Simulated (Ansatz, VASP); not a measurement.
**Ge in VASP and in Ansatz**

```xyz
4
Lattice="4.8911 0.0000 0.0000 0.0000 4.8911 0.0000 0.0000 0.0000 3.9537" Properties=species:S:1:pos:R:3 pbc="T T T"
Ge    1.6738    0.0000    0.9884
Ge    0.0000    3.2172    1.9768
Ge    3.2172    0.0000    2.9653
Ge    0.0000    1.6738    0.0000
```

Alike in both runs: functional PBE; k mesh 10 × 10 × 12; occupations gaussian, width 0.1 eV; no spin polarisation.

Ansatz relaxed the structure, and its values are those at the end. VASP's run is a single point on that final structure, the one shown.

|  | VASP | Ansatz |
| --- | --- | --- |
| version | VASP 6.6.1 | Ansatz 0.2.0 |
| potentials or method | VASP PAW PBE potentials, release 64 (Ge_d), cutoff 520 eV | scalar-relativistic, plane waves, PAW |
| valence electrons in the cell | 56 | 56 |

|  | VASP | Ansatz | Ansatz less VASP |
| --- | --- | --- | --- |
| gap on the k mesh at the Fermi level (eV) | none | none | - |
| pressure (GPa) | 0.0 | 0.0 | +0.02 |

A gap of «none» marks a metal or a gap that the smearing closes.
